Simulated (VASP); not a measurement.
**BAs: single point with HSE06**

The system is BAs.

```
B As
1.0
     0.00000    2.37991    2.39785
     2.37991    0.00000    2.39785
     2.37991    2.37991    0.00000
B As
1 1
Direct
  0.00000 0.00000 0.00000
  0.25000 0.25000 0.25000
```

This cell differs from its parent crystal: epitaxial xy strain -0.5%.

```
Program             : VASP 6.6.1
Task                : single point
Functional          : HSE06
Potentials or basis : VASP PAW PBE potentials, release 64 (B, As)
Cutoff              : 520 eV
k mesh              : 6 × 6 × 6
Occupations         : gaussian, width 0.01 eV
Spin                : no spin polarisation
```

```json
{"Pressure": "-0.1 GPa", "Band gap on the k mesh": "1.88 eV (least direct gap 4.08 eV)"}
```

Stress tensor (GPa, compression positive):
```
 0.48  0.00  0.00
 0.00  0.48  0.00
 0.00  0.00 -1.22
```

Levels at points of the mesh, in eV from the valence-band top:
```csv
k point,band 1,band 2,band 3,band 4,band 5,band 6,band 7,band 8,band 9
"(0.00, 0.00, 0.00)",-17.01,-0.08,0.00,0.00,4.08,4.08,4.13,5.90,10.62
"(0.50, 0.00, 0.00)",-13.81,-9.75,-2.07,-1.97,3.55,5.64,5.71,10.00,14.08
"(0.50, 0.50, 0.00)",-12.34,-9.57,-4.45,-4.45,2.11,2.18,12.94,12.94,14.39
"(0.50, 0.00, 0.50)",-12.27,-9.51,-4.53,-4.52,2.02,2.09,12.89,13.01,14.47
```

Run time: 11 min on 1 thread of Intel(R) Xeon(R) Platinum 8488C (Sapphire Rapids) (shared host), peak memory 0.27 GiB.

Caveat: the cell differs from its parent crystal (epitaxial xy strain -0.5%); the PAW data sets were made with another functional, which shifts forces and pressure a little. A k mesh can miss the band edges.
